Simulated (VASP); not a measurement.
Set up this calculation in VASP 6.6.1, as the native input.

- Task: single point
- Functional: PBE
- Potentials or basis: VASP PAW PBE potentials, release 64 (In_d, Sb)
- Cutoff: 520 eV
- k mesh: 6 × 6 × 6
- Occupations: gaussian, width 0.1 eV
- Spin: no spin polarisation
- Dipole correction: no
- Further INCAR settings: ALGO = Fast; EDIFF = 1e-07; NBANDS = 32

The structure of In3Sb2 lies in POSCAR:

```
In3Sb2
1.0
    2.1311738299      1.2304337844      9.3682725469
   -2.1311738299      1.2304337844      9.3682725469
    0.0000000000     -2.4608675687      9.3682725469
In Sb
3 2
Direct
    0.0000000000      0.0000000000      0.0000000000
    0.2036577516      0.2036577516      0.2036577516
    0.7963422484      0.7963422484      0.7963422484
    0.3996128516      0.3996128516      0.3996128516
    0.6003871484      0.6003871484      0.6003871484
```

The input as run:

INCAR

```
SYSTEM = In3Sb2
PREC = Accurate
ENCUT = 520
EDIFF = 1E-7
ISMEAR = 0
SIGMA = 0.1
LREAL = .FALSE.
LASPH = .TRUE.
NELM = 60
ALGO = Fast
ISIF = 2
LWAVE = .FALSE.
LCHARG = .FALSE.
GGA = PE
NBANDS = 32
```

KPOINTS

```
Automatic mesh
0
G
  6 6 6
  0 0 0
```

Potentials or basis: VASP PAW PBE potentials, release 64 (In_d, Sb).

Command:

```bash
$ cat potpaw_PBE.64/In_d/POTCAR potpaw_PBE.64/Sb/POTCAR > POTCAR
$ mpirun -np 1 vasp_std > vasp.out
```

Results of the run:

```json
{
  "Pressure": "-0.1 GPa",
  "Largest force": "0.030 eV/Å",
  "Band gap on the k mesh": "zero (an odd number of electrons rules out a gap without spin polarisation)"
}
```

Caveat: spin-orbit coupling is left out, which moves the levels of the heavy elements.

It took 7.7 min on 1 thread of Intel(R) Xeon(R) 6975P-C (Granite Rapids), on a shared host, peak memory 0.73 GiB.
